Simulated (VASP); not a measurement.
**WS2: single point with PBEsol**

Crystal: WS2.

```
W S
1.0
     3.14624    0.00000    0.00000
    -1.57312    2.72472    0.00000
     0.00000    0.00000   12.69665
W S
2 4
Direct
  0.33333 0.66667 0.25000
  0.66667 0.33333 0.75000
  0.33333 0.66667 0.62655
  0.66667 0.33333 0.12655
  0.33333 0.66667 0.87345
  0.66667 0.33333 0.37345
```

```yaml
Program: VASP 6.6.1
Task: single point
Functional: PBEsol
Potentials_or_basis: VASP PAW PBE potentials, release 64 (W_sv, S)
Cutoff: 520 eV
k_mesh: 12 × 12 × 2
Occupations: gaussian, width 0.05 eV
Spin: no spin polarisation
Dipole_correction: no
Further_INCAR_settings: ALGO = Normal; EDIFF = 1e-07; NBANDS = 35
```

The pressure is 0.1 GPa and the largest force is 0.024 eV/Å. The band gap on the k mesh is 1.12 eV (least direct gap 1.87 eV).

Forces in eV/Å, atoms in the order of the input:
```
W    0.000  0.000  0.000
W    0.000  0.000  0.000
S    0.000  0.000 -0.024
S    0.000  0.000 -0.024
S    0.000  0.000  0.024
S    0.000  0.000  0.024
```

Levels at points of the mesh, in eV from the valence-band top:
```csv
k point,band 23,band 24,band 25,band 26,band 27,band 28,band 29,band 30
"(0.00, 0.00, 0.00)",-2.07,-1.64,-1.12,0.00,2.46,2.46,2.47,2.47
"(0.50, 0.00, 0.00)",-1.78,-1.64,-1.57,-1.45,2.47,2.50,2.75,3.03
"(0.00, 0.00, 0.50)",-2.09,-2.09,-0.33,-0.33,2.46,2.46,2.46,2.46
"(0.50, 0.00, 0.50)",-1.71,-1.71,-1.50,-1.50,2.49,2.49,2.91,2.91
```

Run time: 3.4 min on 1 thread of Intel Xeon 8259CL, with other jobs on the host, peak memory 0.29 GiB.

Caveat: the PAW data sets were made with another functional, which shifts forces and pressure a little; spin-orbit coupling is left out, which moves the levels of the heavy elements; this functional lacks dispersion, which binds the layers, so the pressure and a relaxed spacing across them are unreliable. A k mesh can miss the band edges.
